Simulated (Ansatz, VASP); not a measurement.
**CaO in VASP and in Ansatz**

File INCAR:

```
ALGO = Normal
EDIFF = 1E-7
EDIFFG = -0.04
ENCUT = 600
GGA = PE
IBRION = 2
ISIF = 3
ISMEAR = 0
LASPH = T
LCHARG = F
LREAL = F
LWAVE = F
NELM = 60
NSW = 90
PREC = Accurate
SIGMA = 0.1
```

Contents of KPOINTS:

```
k-points
0
Gamma
  6 6 4
```

Contents of POSCAR:

```
CaO
1.0
    3.2024310500      0.0000000000      0.0000000000
    0.0000000000      3.2024310500      0.0000000000
    0.0000000000      0.0000000000      3.7405377300
Ca O
1 1
Direct
    0.5000000000      0.5000000000      0.5000000000
    0.0000000000      0.0000000000      0.0000000000
```

Input for Ansatz:

```yaml
crystal:
  lattice:
    - [3.20243105, 0.0, 0.0]
    - [0.0, 3.20243105, 0.0]
    - [0.0, 0.0, 3.74053773]
  atoms:
    - { symbol: Ca, position: [0.5, 0.5, 0.5] }
    - { symbol: O, position: [0.0, 0.0, 0.0] }
basis:
  ecutwfc: 420
kpoints:
  mp_grid: { grid: [6, 6, 4] }
hamiltonian:
  xc: pbe
scf:
  occupations: { method: gaussian, width: 0.1 }
  lower_state_search: "off"
output:
  forces: true
  stress: true
  eigenvalues: true
relax:
  adjacent_minimum: "off"
  f_tol: 0.04
  max_steps: 70
  cell: { stress_tol: 0.4 }
```

Change from the starting cell: species swapped into the ZrIr type (P4/mmm, No. 123).

Alike in both runs: task relaxation of cell and atoms; functional PBE; k mesh 6 × 6 × 4; occupations gaussian, width 0.1 eV; no spin polarisation.

```csv
,VASP,Ansatz
version,VASP 6.6.1,Ansatz 0.2.0
potentials or method,"VASP PAW PBE potentials, release 64 (Ca_sv, O), cutoff 600 eV","scalar-relativistic, plane waves, PAW"
valence electrons in the cell,16,16
```

|  | VASP | Ansatz | Ansatz less VASP |
| --- | --- | --- | --- |
| gap on the k mesh at the Fermi level, each at its own relaxed structure (eV) | 2.76 | 2.77 | +0.009 |
| relaxed volume (Å³/atom) | 12.71 | 12.63 | -0.077 |
| relaxed cell length with the largest relative difference (Å) | 2.941 | 2.935 | -0.0060 |

Noted on VASP's run: the volume moved by over 15 % at a fixed basis, so the end points are rough.
